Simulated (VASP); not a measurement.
A run of VASP 6.6.1 is set up as follows.

File INCAR:

```
PREC = Accurate ; ENCUT = 600
EDIFF = 1E-6 ; ISMEAR = 0
SIGMA = 0.1 ; LREAL = False
LASPH = True ; NELM = 60
ALGO = Normal ; ISIF = 3
LWAVE = False ; LCHARG = False
GGA = PE ; IBRION = 2
NSW = 100 ; EDIFFG = -0.01
```

Contents of KPOINTS:

```
Automatic mesh
0
Gamma
  18 18 6
```

POSCAR

```
V3H2
1.0
    2.8290764780      0.0000000000      0.0000000000
   -1.4145382390      2.4500520992      0.0000000000
    0.0000000000      0.0000000000      6.4373720852
V H
3 2
Direct
    0.0000000000      0.0000000000      0.0000000000
    0.3333333333      0.6666666667      0.6568879692
    0.6666666667      0.3333333333      0.3431120308
    0.3333333333      0.6666666667      0.1661747036
    0.6666666667      0.3333333333      0.8338252964
```

Potentials or basis: VASP PAW PBE potentials, release 64 (V_sv, H).

Run with:

```sh
$ cat potpaw_PBE.64/V_sv/POTCAR potpaw_PBE.64/H/POTCAR > POTCAR
$ mpirun -np 1 vasp_std > vasp.out
```

Question: Estimate the relaxed volume.

Answer: 8.94 Å³/atom.

Question: Estimate the band gap on the k mesh.

Answer: Zero (an odd number of electrons rules out a gap without spin polarisation).

Step by step:
```csv
step,energy change (eV),largest force (eV/Å),pressure (GPa),volume (Å³)
1,0.0000,0.0468,0.41,44.62
2,-0.0002,0.0187,-0.21,44.77
3,-0.0003,0.0230,-0.13,44.74
4,-0.0003,0.0055,-0.04,44.72
```
